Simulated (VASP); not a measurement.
# HgH3 (Pm-3m) in VASP: further runs

The runs below take HgH3 through single point, relaxation of cell and atoms, with PBE.

Everything below comes from runs of VASP 6.6.1. Logs are shortened: lines on timing, memory, paths and dates and some standing lists are left out, and cuts for length are marked.

## Step 1: The cell of the first run

It takes space group Pm-3m (No. 221, cubic). The conventional cell has a = 6.945 Å, b = 6.945 Å, c = 6.945 Å, α = 90.00°, β = 90.00°, γ = 90.00°. Within 4.1 Å of Hg (site symmetry m-3m) lie 12 H at 3.10 to 3.85 Å. H (site symmetry 4mm) has 1 H at 0.75 Å within 1.0 Å.

## Step 2: Single point, PBE (volume scaled by 0.91, then relaxed in part)

The input, INCAR:

```
SYSTEM = HgH3
PREC = Accurate
ENCUT = 520
EDIFF = 1E-7
ISMEAR = 0
SIGMA = 0.02
LREAL = .FALSE.
LASPH = .TRUE.
NELM = 60
ALGO = Normal
ISIF = 2
LWAVE = .FALSE.
LCHARG = .FALSE.
GGA = PE
NBANDS = 25
```

The input, KPOINTS:

```
Automatic mesh
0
G
  4 4 4
  0 0 0
```

The input, POSCAR:

```
HgH3
1.0
    6.9450532860      0.0000000000      0.0000000000
    0.0000000000      6.9450532860      0.0000000000
    0.0000000000      0.0000000000      6.9450532860
Hg H
2 6
Direct
    0.5000000000      0.5000000000      0.5000000000
    0.0000000000      0.0000000000      0.0000000000
    0.0541888081      0.5000000000      0.5000000000
    0.9458111919      0.5000000000      0.5000000000
    0.5000000000      0.0541888081      0.5000000000
    0.5000000000      0.9458111919      0.5000000000
    0.5000000000      0.5000000000      0.0541888081
    0.5000000000      0.5000000000      0.9458111919
```

Potentials or basis: VASP PAW PBE potentials, release 64 (Hg, H).

The run is started by

```bash
$ cat potpaw_PBE.64/Hg/POTCAR potpaw_PBE.64/H/POTCAR > POTCAR
$ mpirun -np 1 vasp_std > vasp.out
```

OUTCAR:

```text
SYSTEM = HgH3
   PREC = Accurate
   ENCUT = 520
   EDIFF = 1E-7
   ISMEAR = 0
   LREAL = .FALSE.
   LASPH = .TRUE.
   NELM = 60
   ISIF = 2
   GGA = PE

 ion  position               nearest neighbor table
   1  0.500  0.500  0.500-
   2  0.000  0.000  0.000-
   3  0.054  0.500  0.500-   4 0.75
   4  0.946  0.500  0.500-   3 0.75
   5  0.500  0.054  0.500-   6 0.75
   6  0.500  0.946  0.500-   5 0.75
   7  0.500  0.500  0.054-   8 0.75
   8  0.500  0.500  0.946-   7 0.75

  LATTYP: Found a simple cubic cell.
 ALAT       =     6.9450532860

  Lattice vectors:

 A1 = (   6.9450532860,   0.0000000000,   0.0000000000)
 A2 = (   0.0000000000,   6.9450532860,   0.0000000000)
 A3 = (   0.0000000000,   0.0000000000,   6.9450532860)

Analysis of symmetry for initial positions (statically):
=====================================================================
 Subroutine PRICEL returns:
 Original cell was already a primitive cell.

 Routine SETGRP: Setting up the symmetry group for a
 simple cubic supercell.

 Subroutine GETGRP returns: Found 48 space group operations
 (whereof 48 operations were pure point group operations)
 out of a pool of 48 trial point group operations.

The static configuration has the point symmetry O_h .

Analysis of symmetry for dynamics (positions and initial velocities):
=====================================================================
 Subroutine PRICEL returns:
 Original cell was already a primitive cell.

 Routine SETGRP: Setting up the symmetry group for a
 simple cubic supercell.

 Subroutine GETGRP returns: Found 48 space group operations
 (whereof 48 operations were pure point group operations)
 out of a pool of 48 trial point group operations.

The dynamic configuration has the point symmetry O_h .

 Subroutine INISYM returns: Found 48 space group operations
 (whereof 48 operations are pure point group operations),
 and found     1 'primitive' translations

----------------------------------------------------------------------------------------

                                     Primitive cell

  volume of cell :     334.9861

[... 84 lines left out ...]
   NELM   =     60;   NELMIN=  2; NELMDL= -5     # of ELM steps
   EDIFF  = 0.1E-06   stopping-criterion for ELM
   LREAL  =      F    real-space projection
   EDIFFG = 0.1E-05   stopping-criterion for IOM
   NSW    =      0    number of steps for IOM
   IBRION =     -1    ionic relax: 0-MD 1-quasi-New 2-CG
   NFREE  =      0    steps in history (QN), initial steepest desc. (CG)
   ISIF   =      2    stress and relaxation
   ISYM   =      2    0-nonsym 1-usesym 2-fastsym
   POTIM  = 0.5000    time-step for ionic-motion
   TEBEG  =    0.0;   TEEND  =   0.0 temperature during run
   PSTRESS=    0.0 pullay stress
   NELECT =      30.0000    total number of electrons
   NUPDOWN=      -1.0000    fix difference up-down
   EMIN   =  10.00;   EMAX   =-10.00  energy-range for DOS
   EFERMI =   0.00;   METHOD = LEGACY
   ISMEAR =     0;   SIGMA  =   0.02  broadening in eV -4-tet -1-fermi 0-gaus
   EFERMI_NEDOS =   21; number of points for ismear=-14 and -15
   IALGO  =     38    algorithm
   IMIX   =      4    mixing-type and parameters
     AMIX     =   0.40;   BMIX     =  1.00
     AMIX_MAG =   1.60;   BMIX_MAG =  1.00
  volume/ion in A,a.u.               =      41.87       282.57
  Fermi-wavevector in a.u.,A,eV,Ry     =   0.732442  1.384114  7.299127  0.536471
  Thomas-Fermi vector in A             =   1.824906
   LORBIT       =      0    0 simple, 1 ext, 2 COOP (PROOUT), +10 PAW based schemes
   GGA     = PE    functional components
   LHFCALC =     F    Hartree Fock is set to
   AEXX    =    0.0000 exact exchange contribution
   IVDW    =     0    specifies the selected vdW correction
   LEPSILON=     F    determine dielectric tensor
   LRPA    =     F    only Hartree local field effects (RPA)
 non-spin polarized calculation
 Gauss-broadening in eV      SIGMA  =   0.02
  energy-cutoff  :      520.00
  volume of cell :      334.99
 maximum number of plane-waves:      9104
 NGX is ok and might be reduce to    54
   NGX = 25   NGY = 25   NGZ = 25

 number of electron      29.9999998 magnetization

 Free energy of the ion-electron system (eV)
  ---------------------------------------------------
  ext. energy  EPLUGINS =         0.00000000
  ---------------------------------------------------
  free energy    TOTEN  =       -20.39989415 eV

  energy without entropy =      -20.39989415  energy(sigma->0) =      -20.39989415

 E-fermi :  -5.3021     XC(G=0):  -4.2978

 val. band max:       -5.3848624796   @ k =   0.0000   0.0000   0.0000
 cond. band min:      -0.6621935122   @ k =   0.0000   0.0000   0.0000
 fundamental gap:      4.7226689674
 Fermi energy:        -5.3020611142

 k-point     1 :       0.0000    0.0000    0.0000
  band No.  band energies     occupation
      1      -9.3925      2.00000
      2      -9.3613      2.00000
      3      -9.3613      2.00000
      4      -8.8371      2.00000
      5      -8.8371      2.00000
      6      -8.8371      2.00000
[... 269 lines left out ...]
     24       3.2284      0.00000
     25       3.7515      0.00000

------------------------ aborting loop because EDIFF is reached ----------------------------------------

  FORCE on cell =-STRESS in cart. coord.  units (eV):
  Direction    XX          YY          ZZ          XY          YZ          ZX
  --------------------------------------------------------------------------------------
  -------------------------------------------------------------------------------------
  Total       -0.0270171     -0.0270171     -0.0270171      0.0000000      0.0000000     -0.0000000
  in kB       -0.1292177     -0.1292177     -0.1292177      0.0000000      0.0000000     -0.0000000
  external PRESSURE =      -0.1292177 kB  Pullay stress =       0.0000000 kB

 VOLUME and BASIS-vectors are now :
 -----------------------------------------------------------------------------
  energy-cutoff  :      520.00
  volume of cell :      334.99
      direct lattice vectors                 reciprocal lattice vectors
     6.945053286  0.000000000  0.000000000     0.143987376  0.000000000  0.000000000
     0.000000000  6.945053286  0.000000000     0.000000000  0.143987376  0.000000000
     0.000000000  0.000000000  6.945053286     0.000000000  0.000000000  0.143987376

 POSITION                                       TOTAL-FORCE (eV/Angst)
 -----------------------------------------------------------------------------------
      3.47253      3.47253      3.47253        -0.000000      0.000000      0.000000
      0.00000      0.00000      0.00000        -0.000000      0.000000      0.000000
      0.37634      3.47253      3.47253        -0.011373     -0.000000     -0.000000
      6.56871      3.47253      3.47253         0.011373      0.000000      0.000000
      3.47253      0.37634      3.47253        -0.000000     -0.011373      0.000000
      3.47253      6.56871      3.47253        -0.000000      0.011373     -0.000000
      3.47253      3.47253      0.37634        -0.000000     -0.000000     -0.011373
      3.47253      3.47253      6.56871        -0.000000      0.000000      0.011373
 -----------------------------------------------------------------------------------
    total drift:                                0.000000      0.000000      0.000000

  FREE ENERGIE OF THE ION-ELECTRON SYSTEM (eV)
  ---------------------------------------------------
  free  energy   TOTEN  =       -20.3998941495 eV

  energy  without entropy=      -20.3998941494  energy(sigma->0) =      -20.39989415
```

Wall time 3 min (1 thread of Intel Xeon 6975P-C, shared host); peak memory 0.43 GiB.

Results:

- Free energy: -20.3999 eV
- Pressure: 0.0 GPa
- Largest force: 0.011 eV/Å
- Band gap on the k mesh: 4.72 eV, direct

Forces in eV/Å, atoms in the order of the input:
```
Hg   0.000  0.000  0.000
Hg   0.000  0.000  0.000
H   -0.011  0.000  0.000
H    0.011  0.000  0.000
H    0.000 -0.011  0.000
H    0.000  0.011  0.000
H    0.000  0.000 -0.011
H    0.000  0.000  0.011
```

Caveat: the cell differs from its parent crystal (volume scaled by 0.91, then relaxed in part); spin-orbit coupling is left out, which moves the levels of the heavy elements.

## Step 3: Relaxation of cell and atoms, PBE

This run uses another cell than the first one, of 14.51 Å³/atom, 0.346 times its volume.

The input, INCAR:

```
SYSTEM = HgH3
ALGO = Normal
EDIFF = 1E-6
EDIFFG = -0.04
ENCUT = 600
GGA = PE
IBRION = 2
ISIF = 3
ISMEAR = 0
LASPH = .TRUE.
LCHARG = .FALSE.
LREAL = .FALSE.
LWAVE = .FALSE.
NELM = 80
NSW = 90
PREC = Accurate
SIGMA = 0.1
```

The input, KPOINTS:

```
k-points
0
G
  4 4 4
  0 0 0
```

The input, POSCAR:

```
HgH3
1.0
    4.8778036500      0.0000000000      0.0000000000
    0.0000000000      4.8778036500      0.0000000000
    0.0000000000      0.0000000000      4.8778036500
Hg H
2 6
Direct
    0.5000000000      0.5000000000      0.5000000000
    0.0000000000      0.0000000000      0.0000000000
    0.1413488400      0.5000000000      0.5000000000
    0.8586511600      0.5000000000      0.5000000000
    0.5000000000      0.1413488400      0.5000000000
    0.5000000000      0.8586511600      0.5000000000
    0.5000000000      0.5000000000      0.1413488400
    0.5000000000      0.5000000000      0.8586511600
```

Potentials or basis: VASP PAW PBE potentials, release 64 (Hg, H).

The run is started by

```bash
$ cat potpaw_PBE.64/Hg/POTCAR potpaw_PBE.64/H/POTCAR > POTCAR
$ mpirun -np 1 vasp_std > vasp.out
```

Wall time 8 min (1 thread of Intel Xeon 6975P-C, shared host); peak memory 0.26 GiB.

Results (log left out):

- Free energy: -20.1359 eV
- Relaxed volume: 29.88 Å³/atom
- Relaxed cell: a = 6.206 Å, b = 6.206 Å, c = 6.206 Å, α = 90.00°, β = 90.00°, γ = 90.00°
- Space group after relaxing (to 0.05 Å): Pm-3m (No. 221)
- Energy gained by relaxing: 570.8 meV/atom
- Ionic steps: 18
- Pressure after relaxing: -0.1 GPa
- Largest force after relaxing: 0.004 eV/Å
- Band gap on the k mesh: 3.91 eV, direct

Forces on the atoms (eV/Å):
```
Hg   0.000  0.000  0.000
Hg   0.000  0.000  0.000
H   -0.004  0.000  0.000
H    0.004  0.000  0.000
H    0.000 -0.004  0.000
H    0.000  0.004  0.000
H    0.000  0.000 -0.004
H    0.000  0.000  0.004
```

Step by step:
| step | energy change (eV) | largest force (eV/Å) | pressure (GPa) | volume (Å³) |
| --- | --- | --- | --- | --- |
| 1 | 0.0000 | 0.7305 | -0.33 | 116.06 |
| 2 | -0.1498 | 0.6736 | -1.11 | 115.56 |
| 3 | -1.2875 | 2.4894 | 1.15 | 114.07 |
| 4 | -2.2317 | 4.5765 | 12.97 | 111.14 |
| 5 | -2.2683 | 2.2561 | 3.30 | 113.06 |
| 6 | -2.9421 | 0.6425 | 7.10 | 112.10 |
| 7 | -2.9540 | 0.2356 | 8.23 | 111.85 |
| 8 | -2.9607 | 0.1387 | 7.77 | 111.95 |
| 9 | -2.9917 | 0.9247 | 8.56 | 113.45 |
| 10 | -2.9955 | 0.6404 | 8.35 | 113.08 |
| 11 | -3.1052 | 0.6109 | 7.69 | 115.44 |
| 12 | -3.3977 | 0.4482 | 6.28 | 122.73 |
| 13 | -3.8487 | 0.2885 | 3.89 | 138.20 |
| 14 | -4.3496 | 0.1119 | 1.45 | 172.95 |
| 15 | -4.5376 | 0.4294 | -0.06 | 258.98 |
| 16 | -4.5604 | 0.3663 | 0.13 | 239.44 |
| 17 | -4.5043 | 1.0578 | -0.64 | 237.65 |
| 18 | -4.5666 | 0.0037 | -0.06 | 239.03 |

Final structure:
```
Hg H
1.0
     6.20608    0.00000    0.00000
     0.00000    6.20608    0.00000
     0.00000    0.00000    6.20608
Hg H
2 6
Direct
  0.50000 0.50000 0.50000
  0.00000 0.00000 0.00000
  0.06095 0.50000 0.50000
  0.93905 0.50000 0.50000
  0.50000 0.06095 0.50000
  0.50000 0.93905 0.50000
  0.50000 0.50000 0.06095
  0.50000 0.50000 0.93905
```

Levels at points of the mesh, in eV from the valence-band top:
| k point | band 13 | band 14 | band 15 | band 16 | band 17 | band 18 |
| --- | --- | --- | --- | --- | --- | --- |
| (0.00, 0.00, 0.00) | -3.51 | -0.75 | 0.00 | 3.91 | 3.91 | 3.91 |
| (0.50, 0.00, 0.00) | -3.52 | -0.76 | -0.43 | 4.25 | 4.25 | 4.99 |
| (0.50, 0.50, 0.00) | -3.74 | -0.87 | -0.73 | 4.38 | 4.45 | 4.45 |
| (0.50, 0.50, 0.50) | -3.78 | -1.36 | -0.67 | 4.49 | 4.49 | 4.49 |

Caveat: the volume moved by over 15 % at a fixed basis, so the end points are rough; spin-orbit coupling is left out, which moves the levels of the heavy elements. A k mesh can miss the band edges.
